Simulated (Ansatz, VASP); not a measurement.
Au in VASP and in Ansatz

Contents of POSCAR:

```
Au
1.0
   -1.6987007250      1.6987007250      1.5744055500
    1.6987007250     -1.6987007250      1.5744055500
    1.6987007250      1.6987007250     -1.5744055500
Au
1
Direct
    0.0000000000      0.0000000000      0.0000000000
```

The input INCAR.step1:

```
PREC = Accurate
ENCUT = 520
ISMEAR = 0
SIGMA = 0.15
LREAL = F
LASPH = T
NELM = 60
NBANDS = 12
GGA = PE
ALGO = Normal
EDIFF = 1E-4
LWAVE = T
LCHARG = F
```

Contents of INCAR.step2:

```
PREC = Accurate
ENCUT = 520
EDIFF = 1E-7
ISMEAR = 0
SIGMA = 0.15
LREAL = F
LASPH = T
NELM = 60
ALGO = Normal
ISIF = 2
LWAVE = F
LCHARG = F
METAGGA = R2SCAN
LMIXTAU = T
NBANDS = 12
ISTART = 1
```

Contents of KPOINTS:

```
regular mesh
0
Gamma
  20 20 20
```

Input for Ansatz:

```yaml
crystal:
  lattice:
    - [-1.698700725, 1.698700725, 1.57440555]
    - [1.698700725, -1.698700725, 1.57440555]
    - [1.698700725, 1.698700725, -1.57440555]
  atoms:
    - { symbol: Au, position: [0.0, 0.0, 0.0] }
basis:
  ecutwfc: 500
kpoints:
  mp_grid: { grid: [20, 20, 20] }
hamiltonian:
  xc: r2scan
scf:
  occupations: { method: gaussian, width: 0.15 }
output:
  forces: true
  stress: true
  eigenvalues: true
```

Change from the starting cell: strain +0.025 along x and y, -0.050 along z, atoms carried along.

Alike in both runs: task single point; functional r2SCAN; k mesh 20 × 20 × 20; occupations gaussian, width 0.15 eV; no spin polarisation.

```csv
,VASP,Ansatz
version,VASP 6.6.1,Ansatz 0.2.0
potentials or method,"VASP PAW PBE potentials, release 64 (Au), cutoff 520 eV","scalar-relativistic, plane waves, PAW"
valence electrons in the cell,11,19
```

```tsv
	VASP	Ansatz	Ansatz less VASP
gap on the k mesh at the Fermi level (eV)	none	none	-
pressure (GPa)	-4.2	-4.4	-0.22
traceless stress, the component that is largest in VASP (GPa)	-0.61	-0.60	+0.013
```

VASP's potentials were made for PBE, not for r2SCAN. A gap of «none» marks a metal or a gap that the smearing closes. VASP's potentials hold 11 valence electrons a cell and Ansatz's 19, so a difference there can come from the potentials and not from the codes.

Spin-orbit coupling is off throughout.
